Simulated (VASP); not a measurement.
# PtSe (F-43m) in VASP: further runs, part 2 of 3

VASP 6.6.1. The steps go on from the part before.

**4. Vibrations by perturbation theory, PBE**

Input file INCAR:

```
PREC = Accurate
ENCUT = 520
EDIFF = 1E-8
ISMEAR = -1
SIGMA = 0.05
LREAL = False
LASPH = True
NELM = 80
ALGO = Normal
ISIF = 2
LWAVE = False
LCHARG = True
GGA = PE
NBANDS = 15
IBRION = 8
NSW = 1
```

Input file KPOINTS:

```
Automatic mesh
0
Gamma
  8 8 8
```

Input file POSCAR:

```
PtSe
1.0
    0.0000000000      3.0374472300      3.0374472300
    3.0374472300      0.0000000000      3.0374472300
    3.0374472300      3.0374472300      0.0000000000
Pt Se
1 1
Direct
    0.0000000000      0.0000000000      0.0000000000
    0.2500000000      0.2500000000      0.2500000000
```

Potentials or basis: VASP PAW PBE potentials, release 64 (Pt, Se).

Command:

```
cat potpaw_PBE.64/Pt/POTCAR potpaw_PBE.64/Se/POTCAR > POTCAR
mpirun -np 1 vasp_std > vasp.out
```

OUTCAR:

```text
PREC = Accurate
   ENCUT = 520
   EDIFF = 1E-8
   ISMEAR = -1
   LREAL = False
   LASPH = True
   NELM = 80
   ISIF = 2
   GGA = PE
   IBRION = 8
   NSW = 1

 ion  position               nearest neighbor table
   1  0.000  0.000  0.000-   2 2.63   2 2.63   2 2.63   2 2.63
   2  0.250  0.250  0.250-   1 2.63   1 2.63   1 2.63   1 2.63

  LATTYP: Found a face centered cubic cell.
 ALAT       =     6.0748944600

  Lattice vectors:

 A1 = (   0.0000000000,   3.0374472300,   3.0374472300)
 A2 = (   3.0374472300,   0.0000000000,   3.0374472300)
 A3 = (   3.0374472300,   3.0374472300,   0.0000000000)

Analysis of symmetry for initial positions (statically):
=====================================================================
 Subroutine PRICEL returns:
 Original cell was already a primitive cell.

 Routine SETGRP: Setting up the symmetry group for a
 face centered cubic supercell.

 Subroutine GETGRP returns: Found 24 space group operations
 (whereof 24 operations were pure point group operations)
 out of a pool of 48 trial point group operations.

The static configuration has the point symmetry T_d .

Analysis of symmetry for dynamics (positions and initial velocities):
=====================================================================
 Subroutine PRICEL returns:
 Original cell was already a primitive cell.

 Routine SETGRP: Setting up the symmetry group for a
 face centered cubic supercell.

 Subroutine GETGRP returns: Found 24 space group operations
 (whereof 24 operations were pure point group operations)
 out of a pool of 48 trial point group operations.

The dynamic configuration has the point symmetry T_d .

 Subroutine INISYM returns: Found 24 space group operations
 (whereof 24 operations are pure point group operations),
 and found     1 'primitive' translations
[... 610 lines left out ...]

  FREE ENERGIE OF THE ION-ELECTRON SYSTEM (eV)
  ---------------------------------------------------
  free  energy   TOTEN  =        -9.1349669204 eV

  energy  without entropy=       -9.1131984234  energy(sigma->0) =       -9.12408267

[... ionic steps 2 to 3 ...]

--------------------------------------- Ionic step        4  -------------------------------------------

------------------------ aborting loop because EDIFF is reached ----------------------------------------

[... ionic steps 5 to 6 ...]

--------------------------------------- Ionic step        7  -------------------------------------------

 Free energy of the ion-electron system (eV)
  ---------------------------------------------------
  ---------------------------------------------------
  free energy    TOTEN  =        -0.07869432 eV

  energy without entropy =       -0.07869432

------------------------ aborting loop because EDIFF is reached ----------------------------------------

 INTERNAL STRAIN TENSOR  FOR ION    2  DIRECTION 1   (eV/Angst):
 -----------------------------------------------------------------------------
     0.00979  0.00000  0.00000
     0.00000 -0.00102  1.11083
     0.00000  1.11083 -0.00102

 INTERNAL STRAIN TENSOR FOR ION    2 for displacements in x,y,z  (eV/Angst):
          X           Y           Z          XY          YZ          ZX
  --------------------------------------------------------------------------------
  x     0.00000    -0.00000    -0.00000     0.00000     1.11083     0.00000
  y     0.00000    -0.00000     0.00000     0.00000     0.00000     1.11083
  z    -0.00000    -0.00000     0.00000     1.11083     0.00000     0.00000

 SECOND DERIVATIVES (NOT SYMMETRIZED)
 ------------------------------------
               1X          1Y          1Z          2X          2Y          2Z
  1X    -1.813689    0.000000    0.000000    1.813689    0.000000    0.000000
  1Y     0.000000   -1.813689    0.000000    0.000000    1.813689    0.000000
  1Z     0.000000    0.000000   -1.813689    0.000000    0.000000    1.813689
  2X     1.818831    0.000000    0.000000   -1.818831    0.000000    0.000000
  2Y     0.000000    1.818831    0.000000    0.000000   -1.818831    0.000000
  2Z     0.000000    0.000000    1.818831    0.000000    0.000000   -1.818831

 Eigenvectors and eigenvalues of the dynamical matrix
 ----------------------------------------------------

   1 f  =    2.811040 THz    17.662287 2PiTHz   93.766209 cm-1    11.625523 meV
             X         Y         Z           dx          dy          dz
      0.000000  0.000000  0.000000    -0.536240   -0.000000    0.000000
      1.518724  1.518724  1.518724     0.844066   -0.000000    0.000000
[... 21 lines left out ...]
   6 f/i=    0.001801 THz     0.011315 2PiTHz    0.060070 cm-1     0.007448 meV
             X         Y         Z           dx          dy          dz
      0.000000  0.000000  0.000000    -0.055799    0.123245    0.833153
      1.518724  1.518724  1.518724    -0.035450    0.078298    0.529307

--------------------------------------------------------------------------------------------------------

 ELASTIC MODULI CONTR FROM IONIC RELAXATION (kBar)
 Direction    XX          YY          ZZ          XY          YZ          ZX
 --------------------------------------------------------------------------------
 XX          -0.0000      0.0000      0.0000      0.0000     -0.0000     -0.0000
 YY           0.0000     -0.0000      0.0000      0.0000      0.0000      0.0000
 ZZ           0.0000      0.0000     -0.0000     -0.0000      0.0000     -0.0000
 XY           0.0000      0.0000     -0.0000    -10.6265      0.0000      0.0000
 YZ          -0.0000      0.0000      0.0000      0.0000    -10.6265      0.0000
 ZX          -0.0000      0.0000     -0.0000      0.0000      0.0000    -10.6265
 --------------------------------------------------------------------------------
```

OSZICAR:

```text
N       E                     dE             d eps       ncg     rms          rms(c)
DAV:   1     0.713896566438E+02    0.71390E+02   -0.69264E+03   878   0.908E+02
DAV:   2    -0.654650999988E+01   -0.77936E+02   -0.69697E+02  1073   0.179E+02
DAV:   3    -0.931357622761E+01   -0.27671E+01   -0.27419E+01  1059   0.344E+01
DAV:   4    -0.933322329125E+01   -0.19647E-01   -0.19645E-01  1122   0.318E+00
[... 41 lines left out ...]
RMM:   8    -0.786943104761E-01    0.11476E-06   -0.33268E-09  4907   0.119E-04    0.499E-05
RMM:   9    -0.786943562331E-01   -0.45757E-07    0.10800E-09  4800   0.559E-05    0.719E-06
RMM:  10    -0.786943395384E-01    0.16695E-07   -0.10676E-09  4978   0.104E-05    0.454E-06
RMM:  11    -0.786943211720E-01    0.18366E-07    0.20307E-10  4895   0.698E-06    0.105E-06
RMM:  12    -0.786943179472E-01    0.32249E-08   -0.95588E-10  4299   0.362E-06    0.517E-07
 Linear response finished
```

stdout:

```text
POSCAR found type information on POSCAR PtSe
 POSCAR found :  2 types and       2 ions
 scaLAPACK will be used
 LDA part: xc-table for (Slater+PW92), standard interpolation
 POSCAR, INCAR and KPOINTS ok, starting setup
 FFT: planning ... GRIDC
 FFT: planning ... GRID_SOFT
 FFT: planning ... GRID
 WAVECAR not read
 entering main loop
 Linear response reoptimize wavefunctions to high precision
 Linear response DOF=           2
 Linear response progress:
 first order change of Fermi-energy   0.53742E-04
 force on displaced ion       1 direction 1 :  -1.814  -0.000  -0.000
 Linear response progress:
 first order change of Fermi-energy   0.10652E-03
 force on displaced ion       2 direction 1 :  -1.819  -0.000  -0.000
 Linear response finished
```

Run time: 4.5 min. Hardware: 1 thread of Intel Xeon Platinum 8488C (Sapphire Rapids), shared host; peak memory 0.35 GiB.

Results:

- Highest phonon frequency at Γ, LO-TO splitting left out: 94 cm⁻¹

Phonon frequencies in cm⁻¹ (negative: imaginary):
| q point | frequencies |
| --- | --- |
| (0.000, 0.000, 0.000) | 0 0 0 94 94 94 |

Caveat: the cell wasn't relaxed at this level first, which shifts response properties; spin-orbit coupling is left out, which moves the levels of the heavy elements.

**5. Vibrations by perturbation theory, PBEsol**

Input file INCAR:

```
ALGO = Normal
EDIFF = 1E-8
ENCUT = 520
GGA = PS
IBRION = 8
ISIF = 2
ISMEAR = -1
LASPH = T
LCHARG = F
LREAL = F
LWAVE = F
NBANDS = 15
NELM = 100
NSW = 1
PREC = Accurate
SIGMA = 0.05
```

Input file KPOINTS:

```
k-points
0
Gamma
  8 8 8
```

POSCAR is that of step 4.

Potentials or basis: VASP PAW PBE potentials, release 64 (Pt, Se).

Command:

```
cat potpaw_PBE.64/Pt/POTCAR potpaw_PBE.64/Se/POTCAR > POTCAR
mpirun -np 1 vasp_std > vasp.out
```

OUTCAR:

```text
EDIFF = 1E-8
   ENCUT = 520
   GGA = PS
   IBRION = 8
   ISIF = 2
   ISMEAR = -1
   LASPH = T
   LREAL = F
   NELM = 100
   NSW = 1
   PREC = Accurate

 ion  position               nearest neighbor table
   1  0.000  0.000  0.000-   2 2.63   2 2.63   2 2.63   2 2.63
   2  0.250  0.250  0.250-   1 2.63   1 2.63   1 2.63   1 2.63

  LATTYP: Found a face centered cubic cell.
 ALAT       =     6.0748944600

  Lattice vectors:

 A1 = (   0.0000000000,   3.0374472300,   3.0374472300)
 A2 = (   3.0374472300,   0.0000000000,   3.0374472300)
 A3 = (   3.0374472300,   3.0374472300,   0.0000000000)

Analysis of symmetry for initial positions (statically):
=====================================================================
 Subroutine PRICEL returns:
 Original cell was already a primitive cell.

 Routine SETGRP: Setting up the symmetry group for a
 face centered cubic supercell.

 Subroutine GETGRP returns: Found 24 space group operations
[... 657 lines left out ...]

 INTERNAL STRAIN TENSOR  FOR ION    2  DIRECTION 1   (eV/Angst):
 -----------------------------------------------------------------------------
     0.00940  0.00000  0.00000
     0.00000 -0.00099  1.83357
     0.00000  1.83357 -0.00099

 INTERNAL STRAIN TENSOR FOR ION    2 for displacements in x,y,z  (eV/Angst):
          X           Y           Z          XY          YZ          ZX
  --------------------------------------------------------------------------------
  x     0.00000     0.00000     0.00000     0.00000     1.83357     0.00000
  y     0.00000    -0.00000     0.00000     0.00000     0.00000     1.83357
  z     0.00000     0.00000     0.00000     1.83357     0.00000     0.00000

 SECOND DERIVATIVES (NOT SYMMETRIZED)
 ------------------------------------
               1X          1Y          1Z          2X          2Y          2Z
  1X    -1.645872    0.000000    0.000000    1.645872    0.000000    0.000000
  1Y     0.000000   -1.645872    0.000000    0.000000    1.645872    0.000000
  1Z     0.000000    0.000000   -1.645872    0.000000    0.000000    1.645872
  2X     1.651134    0.000000    0.000000   -1.651134    0.000000    0.000000
  2Y     0.000000    1.651134    0.000000    0.000000   -1.651134    0.000000
  2Z     0.000000    0.000000    1.651134    0.000000    0.000000   -1.651134

 Eigenvectors and eigenvalues of the dynamical matrix
 ----------------------------------------------------

   1 f  =    2.678179 THz    16.827492 2PiTHz   89.334419 cm-1    11.076051 meV
             X         Y         Z           dx          dy          dz
      0.000000  0.000000  0.000000     0.000000    0.536171    0.000000
      1.518724  1.518724  1.518724     0.000000   -0.844110    0.000000
[... 21 lines left out ...]
   6 f/i=    0.001934 THz     0.012153 2PiTHz    0.064521 cm-1     0.008000 meV
             X         Y         Z           dx          dy          dz
      0.000000  0.000000  0.000000     0.000000    0.000000    0.844110
      1.518724  1.518724  1.518724     0.000000    0.000000    0.536171

--------------------------------------------------------------------------------------------------------

 ELASTIC MODULI CONTR FROM IONIC RELAXATION (kBar)
 Direction    XX          YY          ZZ          XY          YZ          ZX
 --------------------------------------------------------------------------------
 XX          -0.0000     -0.0000     -0.0000     -0.0000     -0.0000      0.0000
 YY          -0.0000     -0.0000     -0.0000     -0.0000     -0.0000      0.0000
 ZZ          -0.0000     -0.0000     -0.0000     -0.0000     -0.0000      0.0000
 XY          -0.0000     -0.0000     -0.0000    -41.1835      0.0000      0.0000
 YZ          -0.0000     -0.0000     -0.0000      0.0000    -41.1835      0.0000
 ZX           0.0000      0.0000      0.0000      0.0000      0.0000    -41.1835
 --------------------------------------------------------------------------------
```

OSZICAR:

```text
N       E                     dE             d eps       ncg     rms          rms(c)
DAV:   1     0.700517089146E+02    0.70052E+02   -0.69159E+03   878   0.908E+02
DAV:   2    -0.746022985217E+01   -0.77512E+02   -0.69236E+02  1066   0.178E+02
DAV:   3    -0.102244472650E+02   -0.27642E+01   -0.27389E+01  1066   0.343E+01
DAV:   4    -0.102438550450E+02   -0.19408E-01   -0.19406E-01  1115   0.315E+00
[... 39 lines left out ...]
RMM:   6    -0.783507838771E-01    0.10758E-05   -0.13656E-08  4825   0.934E-04    0.473E-04
RMM:   7    -0.783496592847E-01    0.11246E-05   -0.77098E-09  4842   0.464E-04    0.101E-04
RMM:   8    -0.783494878011E-01    0.17148E-06    0.88502E-09  4911   0.108E-04    0.355E-05
RMM:   9    -0.783495125463E-01   -0.24745E-07    0.12025E-08  4902   0.587E-05    0.705E-06
RMM:  10    -0.783495094203E-01    0.31260E-08    0.10965E-08  5013   0.316E-05    0.406E-06
 Linear response finished
```

stdout:

```text
POSCAR found type information on POSCAR PtSe
 POSCAR found :  2 types and       2 ions
 scaLAPACK will be used
 -----------------------------------------------------------------------------
|                                                                             |
|                                                                             |
|     You enforced a specific xc type in the INCAR file but a different       |
|     I HOPE YOU KNOW WHAT YOU ARE DOING!                                     |
|                                                                             |
 -----------------------------------------------------------------------------

 LDA part: xc-table for (Slater+PW92), standard interpolation
 POSCAR, INCAR and KPOINTS ok, starting setup
 FFT: planning ... GRIDC
 FFT: planning ... GRID_SOFT
 FFT: planning ... GRID
 WAVECAR not read
 entering main loop
 Linear response reoptimize wavefunctions to high precision
 Linear response DOF=           2
 Linear response progress:
 first order change of Fermi-energy   0.54266E-04
 force on displaced ion       1 direction 1 :  -1.646  -0.000  -0.000
 Linear response progress:
 first order change of Fermi-energy   0.10764E-03
 force on displaced ion       2 direction 1 :  -1.651  -0.000  -0.000
 Linear response finished
```

Wall time 4.4 min (1 thread of Intel Xeon Platinum 8488C (Sapphire Rapids), shared host); peak memory 0.35 GiB.

What came out:

```
Highest phonon frequency at Γ, LO-TO splitting left out : 89 cm⁻¹
```

Phonon frequencies in cm⁻¹ (negative: imaginary):
| q point | frequencies |
| --- | --- |
| (0.000, 0.000, 0.000) | 0 0 0 89 89 89 |

Caveat: the cell wasn't relaxed at this level first, which shifts response properties; spin-orbit coupling is left out, which moves the levels of the heavy elements.

(Part 2 of 3 ends here.)
